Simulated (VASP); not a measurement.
# Ir (R-3m) in VASP: relaxation of cell and atoms with PBE

Aim: the relaxation of cell and atoms of Ir with PBE.

Program: VASP 6.6.1. These are calculated values, not measurements. Logs are shortened: lines on timing, memory, paths and dates and some standing lists are left out, and cuts for length are marked.

**1. The cell of the first run**

It takes space group R-3m (No. 166, trigonal). Conventional cell: a = 2.748 Å, b = 2.748 Å, c = 6.680 Å, α = 90.00°, β = 90.00°, γ = 120.00°. Within 3.6 Å of Ir (site symmetry -3m) lie 12 Ir at 2.73 to 2.75 Å.

**2. Relaxation of cell and atoms, PBE**

Input file INCAR:

```
SYSTEM = Ir
  PREC = Accurate
  ENCUT = 600
  EDIFF = 1E-7
  ISMEAR = 0
  SIGMA = 0.1
  LREAL = .False.
  LASPH = .True.
  NELM = 100
  ALGO = Fast
  ISIF = 3
  LWAVE = .False.
  LCHARG = .False.
  GGA = PE
  IBRION = 2
  NSW = 65
  EDIFFG = -0.01
```

Input file KPOINTS:

```
Automatic mesh
0
Gamma
  18 18 7
  0 0 0
```

Input file POSCAR:

```
Ir
1.0
    2.7480528853      0.0000000000      0.0000000000
   -1.3740264427      2.3798836096      0.0000000000
    0.0000000000      0.0000000000      6.6800998789
Ir
3
Direct
    0.0000000000      0.0000000000      0.0000000000
    0.3333333333      0.6666666667      0.3333333333
    0.6666666667      0.3333333333      0.6666666667
```

Potentials or basis: VASP PAW PBE potentials, release 64 (Ir).

The run is started by

```bash
$ cat potpaw_PBE.64/Ir/POTCAR > POTCAR
$ mpirun -np 1 vasp_std > vasp.out
```

OUTCAR:

```text
SYSTEM = Ir
   PREC = Accurate
   ENCUT = 600
   EDIFF = 1E-7
   ISMEAR = 0
   LREAL = .False.
   LASPH = .True.
   NELM = 100
   ISIF = 3
   GGA = PE
   IBRION = 2
   NSW = 65
   EDIFFG = -0.01

 ion  position               nearest neighbor table
   1  0.000  0.000  0.000-   2 2.73   3 2.73   3 2.73   2 2.73   3 2.73   2 2.73
   2  0.333  0.667  0.333-   1 2.73   1 2.73   1 2.73   3 2.73   3 2.73   3 2.73
   3  0.667  0.333  0.667-   1 2.73   1 2.73   1 2.73   2 2.73   2 2.73   2 2.73

  LATTYP: Found a hexagonal cell.
 ALAT       =     2.7480528853
 C/A-ratio  =     2.4308483707

  Lattice vectors:

 A1 = (   2.7480528853,   0.0000000000,   0.0000000000)
 A2 = (  -1.3740264427,   2.3798836096,   0.0000000000)
 A3 = (   0.0000000000,   0.0000000000,   6.6800998789)

Analysis of symmetry for initial positions (statically):
=====================================================================
 Subroutine PRICEL returns following result:

  LATTYP: Found a trigonal (rhomboedric) cell.
 ALAT       =     2.7341283069
 COS(alpha) =     0.4948941545

  Lattice vectors:

 A1 = (   1.3740264424,   0.7932945367,  -2.2266999601)
 A2 = (   0.0000000002,  -1.5865890731,  -2.2266999594)
 A3 = (  -1.3740264425,   0.7932945365,  -2.2266999594)

   3 primitive cells build up your supercell.

 Routine SETGRP: Setting up the symmetry group for a
 hexagonal supercell.

 Subroutine GETGRP returns: Found 12 space group operations
 (whereof 12 operations were pure point group operations)
 out of a pool of 24 trial point group operations.

The static configuration has the point symmetry D_3d.

Analysis of symmetry for dynamics (positions and initial velocities):
=====================================================================
 Subroutine PRICEL returns following result:

  LATTYP: Found a trigonal (rhomboedric) cell.
 ALAT       =     2.7341283069
 COS(alpha) =     0.4948941545

  Lattice vectors:

 A1 = (   1.3740264424,   0.7932945367,  -2.2266999601)
 A2 = (   0.0000000002,  -1.5865890731,  -2.2266999594)
 A3 = (  -1.3740264425,   0.7932945365,  -2.2266999594)

   3 primitive cells build up your supercell.

 Routine SETGRP: Setting up the symmetry group for a
 hexagonal supercell.

 Subroutine GETGRP returns: Found 12 space group operations
 (whereof 12 operations were pure point group operations)
 out of a pool of 24 trial point group operations.

The dynamic configuration has the point symmetry D_3d.

 Subroutine INISYM returns: Found 12 space group operations
 (whereof 12 operations are pure point group operations),
 and found     3 'primitive' translations

----------------------------------------------------------------------------------------

                                     Primitive cell

  volume of cell :      14.5627

  direct lattice vectors                    reciprocal lattice vectors
     1.374026442  0.793294537 -2.226699960     0.363894016  0.210094308 -0.149698361
     0.000000000 -1.586589073 -2.226699959     0.000000000 -0.420188616 -0.149698361
    -1.374026443  0.793294536 -2.226699959    -0.363894016  0.210094308 -0.149698361

  length of vectors
     2.734128307  2.734128306  2.734128306     0.446058373  0.446058373  0.446058373

  position of ions in fractional coordinates (direct lattice)
     0.000000000  0.000000000  0.000000000

  ion indices of the primitive-cell ions
   primitive index   ion index
                 1           1

----------------------------------------------------------------------------------------

 KPOINTS: Automatic mesh

Automatic generation of k-mesh.
 Grid dimensions read from file:
 generate k-points for:   18   18    7

 Generating k-lattice:

  Cartesian coordinates                     Fractional coordinates (reciprocal lattice)
     0.020216334  0.011671906  0.000000000     0.055555556  0.000000000  0.000000000
     0.000000000  0.023343812  0.000000000     0.000000000  0.055555556  0.000000000
     0.000000000  0.000000000  0.021385480     0.000000000  0.000000000  0.142857143

  Length of vectors
     0.023343812  0.023343812  0.021385480

  Shift w.r.t. Gamma in fractional coordinates (k-lattice)
     0.000000000  0.000000000  0.000000000

 Subroutine IBZKPT returns following result:
 ===========================================

 Found    229 irreducible k-points:

 Following reciprocal coordinates:
            Coordinates               Weight
  0.000000  0.000000  0.000000      1.000000
  0.055556 -0.000000  0.000000      6.000000
  0.111111 -0.000000  0.000000      6.000000
  0.166667 -0.000000  0.000000      6.000000
  0.222222 -0.000000  0.000000      6.000000
  0.277778  0.000000  0.000000      6.000000
[... 16 lines left out ...]
  0.333333  0.111111  0.000000     12.000000
  0.388889  0.111111  0.000000     12.000000
 [... further k-points ...]
   k-points           NKPTS =    229   k-points in BZ     NKDIM =    229   number of bands    NBANDS=     17
   number of dos      NEDOS =    301   number of ions     NIONS =      3
   total plane-waves  NPLWV =  31104
   dimension x,y,z NGX =    24 NGY =   24 NGZ =   54
   dimension x,y,z NGXF=    48 NGYF=   48 NGZF=  108
   ions per type =               3
   NGX,Y,Z   is equivalent  to a cutoff of  14.52, 14.52, 13.44 a.u.
   NGXF,Y,Z  is equivalent  to a cutoff of  29.04, 29.04, 26.88 a.u.
 SYSTEM =  Ir
   PREC   = accura    normal or accurate (medium, high low for compatibility)
   ISTART =      0    job   : 0-new  1-cont  2-samecut
   ICHARG =      2    charge: 1-file 2-atom 10-const
   ISPIN  =      1    spin polarized calculation?
   LNONCOLLINEAR =      F non collinear calculations
   LSORBIT =      F    spin-orbit coupling
   LASPH  =      T    aspherical Exc in radial PAW
   ENCUT  =  600.0 eV  44.10 Ry    6.64 a.u.   5.49  5.49 13.34*2*pi/ulx,y,z
   NELM   =    100;   NELMIN=  2; NELMDL= -5     # of ELM steps
   EDIFF  = 0.1E-06   stopping-criterion for ELM
   LREAL  =      F    real-space projection
   EDIFFG = -.1E-01   stopping-criterion for IOM
   NSW    =     65    number of steps for IOM
   IBRION =      2    ionic relax: 0-MD 1-quasi-New 2-CG
   NFREE  =      1    steps in history (QN), initial steepest desc. (CG)
   ISIF   =      3    stress and relaxation
   ISYM   =      2    0-nonsym 1-usesym 2-fastsym
   POTIM  = 0.5000    time-step for ionic-motion
   TEBEG  =    0.0;   TEEND  =   0.0 temperature during run
   PSTRESS=    0.0 pullay stress
   NELECT =      27.0000    total number of electrons
   NUPDOWN=      -1.0000    fix difference up-down
   EMIN   =  10.00;   EMAX   =-10.00  energy-range for DOS
   EFERMI =   0.00;   METHOD = LEGACY
   ISMEAR =     0;   SIGMA  =   0.10  broadening in eV -4-tet -1-fermi 0-gaus
   EFERMI_NEDOS =   21; number of points for ismear=-14 and -15
   IALGO  =     68    algorithm
   IMIX   =      4    mixing-type and parameters
     AMIX     =   0.40;   BMIX     =  1.00
     AMIX_MAG =   1.60;   BMIX_MAG =  1.00
  volume/ion in A,a.u.               =      14.56        98.27
  Fermi-wavevector in a.u.,A,eV,Ry     =   1.394467  2.635160 26.457039  1.944538
  Thomas-Fermi vector in A             =   2.518013
   LORBIT       =      0    0 simple, 1 ext, 2 COOP (PROOUT), +10 PAW based schemes
   GGA     = PE    functional components
   LHFCALC =     F    Hartree Fock is set to
   AEXX    =    0.0000 exact exchange contribution
   IVDW    =     0    specifies the selected vdW correction
   LEPSILON=     F    determine dielectric tensor
   LRPA    =     F    only Hartree local field effects (RPA)
 conjugate gradient relaxation of ions
 non-spin polarized calculation
 RMM-DIIS sequential band-by-band and
 Gauss-broadening in eV      SIGMA  =   0.10
  energy-cutoff  :      600.00
  volume of cell :       43.69
 maximum number of plane-waves:      1515
 NGX is ok and might be reduce to    24
   NGX = 11   NGY = 11   NGZ = 27

--------------------------------------- Ionic step        1  -------------------------------------------

 number of electron      26.9999998 magnetization

 Free energy of the ion-electron system (eV)
  ---------------------------------------------------
  ext. energy  EPLUGINS =         0.00000000
  ---------------------------------------------------
  free energy    TOTEN  =       -26.55786192 eV

  energy without entropy =      -26.54345221  energy(sigma->0) =      -26.55065707

------------------------ aborting loop because EDIFF is reached ----------------------------------------

  FORCE on cell =-STRESS in cart. coord.  units (eV):
  Direction    XX          YY          ZZ          XY          YZ          ZX
  --------------------------------------------------------------------------------------
  -------------------------------------------------------------------------------------
  Total       -0.6389341     -0.6389341      0.4804030      0.0000000     -0.0000000      0.0000000
  in kB      -23.4316495    -23.4316495     17.6178340      0.0000000     -0.0000000      0.0000000
  external PRESSURE =      -9.7484884 kB  Pullay stress =       0.0000000 kB
[... 22 lines left out ...]
  energy  without entropy=      -26.5434522131  energy(sigma->0) =      -26.55065707

--------------------------------------- Ionic step        2  -------------------------------------------

 number of electron      27.0000002 magnetization

 E-fermi :  10.1395     XC(G=0): -13.8930

 val. band max:       10.1385822654   @ k =  -0.0556   0.3333   0.4286
 cond. band min:      10.1401380034   @ k =   0.3333   0.0556   0.1429
 fundamental gap:      0.0015557380
 Fermi energy:        10.1394535704

 k-point     1 :       0.0000    0.0000    0.0000
  band No.  band energies     occupation
      1      -0.8171      2.00000
      2       2.0013      2.00000
      3       2.0013      2.00000
      4       6.2361      2.00000
      5       6.3869      2.00000
      6       6.3869      2.00000
[... 9 lines left out ...]
     16       9.9316      1.99672
     17       9.9316      1.99672
[... 568 lines left out ...]
  energy  without entropy=      -26.5454134349  energy(sigma->0) =      -26.55265072

--------------------------------------- Ionic step        5  -------------------------------------------

 number of electron      26.9999999 magnetization

 Free energy of the ion-electron system (eV)
  ---------------------------------------------------
  ext. energy  EPLUGINS =         0.00000000
  ---------------------------------------------------
  free energy    TOTEN  =       -26.56132942 eV

  energy without entropy =      -26.54697083  energy(sigma->0) =      -26.55415012

 E-fermi :   9.9662     XC(G=0): -13.8335

 val. band max:        9.9623178814   @ k =   0.2778   0.1111   0.1429
 cond. band min:       9.9666349612   @ k =   0.3889   0.1111   0.0000
 fundamental gap:      0.0043170798
 Fermi energy:         9.9661779968

 k-point     1 :       0.0000    0.0000    0.0000
  band No.  band energies     occupation
      1      -0.8810      2.00000
      2       1.9678      2.00000
      3       1.9678      2.00000
      4       6.2222      2.00000
      5       6.2260      2.00000
      6       6.2260      2.00000
[... 9 lines left out ...]
     16       9.7425      1.99844
     17       9.7425      1.99844
[... 490 lines left out ...]
  FREE ENERGIE OF THE ION-ELECTRON SYSTEM (eV)
  ---------------------------------------------------
  free  energy   TOTEN  =       -26.5613294192 eV

  energy  without entropy=      -26.5469708303  energy(sigma->0) =      -26.55415012

 reached required accuracy - stopping structural energy minimisation
```

It took 24 min on 1 thread of Intel Xeon 8259CL, shared host; peak memory 0.33 GiB.

What came out:

```yaml
Free_energy: -26.5613 eV
Relaxed_volume: 14.52 Å³/atom
Relaxed_cell: a = 2.738 Å, b = 2.738 Å, c = 6.710 Å, α = 90.00°, β = 90.00°, γ = 120.00°
Space_group_after_relaxing_to_0.1_Å: Fm-3m (No. 225)
Energy_gained_by_relaxing: 1.2 meV/atom
Ionic_steps: 5
Pressure_after_relaxing: 0.0 GPa
```

Step by step:
| step | energy change (eV) | largest force (eV/Å) | pressure (GPa) | volume (Å³) |
| --- | --- | --- | --- | --- |
| 1 | 0.0000 | 0.0000 | -0.97 | 43.69 |
| 2 | 0.0059 | 0.0000 | 3.65 | 43.13 |
| 3 | -0.0032 | 0.0000 | 0.68 | 43.48 |
| 4 | -0.0020 | 0.0000 | -1.56 | 43.76 |
| 5 | -0.0035 | 0.0000 | 0.03 | 43.56 |

Final structure:
```
CELL_PARAMETERS angstrom
2.73794 0.00000 0.00000
-1.36897 2.37112 0.00000
0.00000 0.00000 6.70995
ATOMIC_POSITIONS crystal
Ir 0.00000 0.00000 0.00000
Ir 0.33333 0.66667 0.33333
Ir 0.66667 0.33333 0.66667
```

Caveat: the highest band is partly filled, so the run has too few bands; spin-orbit coupling is left out, which moves the levels of the heavy elements.
